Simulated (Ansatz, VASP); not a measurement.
## Mg2SO: VASP beside Ansatz

Contents of POSCAR:

```
Mg2SO
1.0
    3.6748652521      0.0000000000      0.0000000000
    0.0000000000      3.6748652521      0.0000000000
    0.0000000000      0.0000000000      4.8839684028
O Mg S
1 2 1
Direct
    0.0000000000      0.0000000000      0.0000000000
    0.0000000000      0.5000000000      0.8113170196
    0.5000000000      0.0000000000      0.1886829804
    0.5000000000      0.5000000000      0.5000000000
```

The input INCAR.step1:

```
SYSTEM = Mg2SO
  PREC = Accurate
  ENCUT = 520
  EDIFF = 1E-5
  ISMEAR = 0
  SIGMA = 0.01
  LREAL = .False.
  LASPH = .True.
  NELM = 60
  ALGO = Normal
  ISIF = 2
  LWAVE = .True.
  GGA = PE
  NBANDS = 16
```

INCAR.step2

```
SYSTEM = Mg2SO
  PREC = Accurate
  ENCUT = 520
  EDIFF = 1E-6
  ISMEAR = 0
  SIGMA = 0.01
  LREAL = .False.
  LASPH = .True.
  NELM = 60
  ALGO = Normal
  ISIF = 2
  LWAVE = .False.
  LCHARG = .True.
  GGA = PE
  LHFCALC = .True.
  HFSCREEN = 0.2079
  PRECFOCK = Normal
  LELF = .True.
  LVHAR = .True.
  ISTART = 1
  NBANDS = 16
```

The input KPOINTS:

```
regular mesh
0
Gamma
  4 4 4
  0 0 0
```

Input for Ansatz:

```yaml
crystal:
  lattice:
    - [3.6748652521, 0.0, 0.0]
    - [0.0, 3.6748652521, 0.0]
    - [0.0, 0.0, 4.8839684028]
  atoms:
    - { symbol: O, position: [0.0, 0.0, 0.0] }
    - { symbol: Mg, position: [0.0, 0.5, 0.8113170196] }
    - { symbol: S, position: [0.5, 0.5, 0.5] }
    - { symbol: Mg, position: [0.5, 0.0, 0.1886829804] }
kpoints:
  mp_grid: { grid: [4, 4, 4] }
  band_path:
    path:
      - [0.0, 0.0, 0.0]
      - [0.0, 0.5, 0.0]
      - [0.5, 0.5, 0.0]
      - [0.0, 0.0, 0.5]
      - [0.0, 0.5, 0.5]
      - [0.5, 0.5, 0.5]
    npoints: 1
hamiltonian:
  xc: hse06
scf:
  occupations: { method: fixed }
  n_extra_bands: 5
output:
  forces: true
  stress: true
  eigenvalues: true
```

Alike in both runs: task single point; functional HSE06; k mesh 4 × 4 × 4; no spin polarisation.

|  | VASP | Ansatz |
| --- | --- | --- |
| version | VASP 6.6.1 | Ansatz 0.2.0 |
| potentials or method | VASP PAW PBE potentials, release 64 (O, Mg, S) | plane waves, PAW |
| plane-wave cutoff (eV) | 520 | 420 |
| occupations | gaussian, width 0.01 eV | fixed |
| valence electrons in the cell | 16 | 32 |

|  | VASP | Ansatz | Ansatz less VASP |
| --- | --- | --- | --- |
| gap on the k mesh at the Fermi level (eV) | 2.65 | 2.68 | +0.026 |
| pressure (GPa) | -0.2 | -0.1 | +0.19 |
| rms of the force components (eV/Å) | 0.002 | 0.004 | +0.0019 |

VASP's potentials hold 16 valence electrons a cell and Ansatz's 32, so a difference there can come from the potentials and not from the codes. Ansatz's warnings: stress exchange threshold loose, stress scf threshold loose.

The k mesh is coarse, so the values compare programs but aren't converged.
